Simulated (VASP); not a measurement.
Runs of VASP 6.6.1 on BiO4. The structure is that of space group P6/mmm (No. 191), or close to it. The cells are those of the table. 

```tsv
task	cell	k mesh	cutoff (eV)	gap on the mesh (eV)	pressure (GPa)	largest force (eV/Å)
relaxation of cell and atoms	relaxed from a = 3.604, b = 3.604, c = 5.753 Å, angles 90.0, 90.0, 120.0°, 5 atoms	6 × 6 × 4	600	none	-0.1	0.03
single point	a = 3.641, b = 3.641, c = 6.645 Å, angles 90.0, 90.0, 120.0°, 5 atoms	12 × 12 × 6	520	none	0.0	0.01
single point	a = 3.641, b = 3.641, c = 6.307 Å, angles 90.0, 90.0, 120.0°, 5 atoms	6 × 6 × 4	520	none	0.0	-
single point	a = 3.604, b = 3.604, c = 5.753 Å, angles 90.0, 90.0, 120.0°, 5 atoms	6 × 6 × 4	520	none	(a)	0.06
```

Alike in all rows: level PBE; potentials or basis VASP PAW PBE potentials, release 64 (Bi_d, O); no spin polarisation; smearing gaussian 0.1 eV.

Question: Fill in the values left out.

Answer: (a) 3.9.

Caveats: spin-orbit coupling is left out, which moves the levels of the heavy elements; an odd number of electrons without spin polarisation forces a metal; a magnetic or distorted state may lie lower.

A k mesh can miss the band edges, and the runs leave out spin-orbit coupling on Bi.

A gap of «none» marks levels without a gap at the run's occupations.
